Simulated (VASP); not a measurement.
Input of a VASP 6.6.1 run:

Contents of INCAR:

```
PREC     = Accurate       # precision mode
ENCUT    = 600            # plane-wave cutoff, eV
EDIFF    = 1E-6           # SCF threshold, eV
ISMEAR   = -1             # smearing method
SIGMA    = 0.02           # smearing width, eV
LREAL    = F              # projectors in reciprocal space
LASPH    = T              # aspherical terms in the spheres
NELM     = 100            # most SCF steps
ALGO     = Normal         # electronic algorithm
ISIF     = 3              # what is computed and relaxed
LWAVE    = F              # write WAVECAR
LCHARG   = F              # write CHGCAR
GGA      = PE             # functional
IBRION   = 2              # ionic algorithm
NSW      = 80             # ionic steps
EDIFFG   = -0.005         # ionic threshold
```

KPOINTS

```
regular mesh
0
Gamma
  10 10 10
```

The input POSCAR:

```
AlN
1.0
    0.0000000000      2.1839935596      2.1839935596
    2.1839935596      0.0000000000      2.1839935596
    2.1839935596      2.1839935596      0.0000000000
Al N
1 1
Direct
    0.0000000000      0.0000000000      0.0000000000
    0.7500000000      0.7500000000      0.7500000000
```

Potentials or basis: VASP PAW PBE potentials, release 64 (Al, N).

Command:

```sh
$ cat potpaw_PBE.64/Al/POTCAR potpaw_PBE.64/N/POTCAR > POTCAR
$ mpirun -np 1 vasp_std > vasp.out
```

(1) Estimate the space group after relaxing (to 0.1 Å).

(2) Estimate the relaxed cell.

(3) Predict the relaxed volume.

(4) Predict the band gap on the k mesh.

Answers

(1) F-43m (No. 216).

(2) a = 3.112 Å, b = 3.112 Å, c = 3.112 Å, α = 60.00°, β = 60.00°, γ = 60.00°.

(3) 10.65 Å³/atom.

(4) 3.31 eV (least direct gap 4.00 eV).
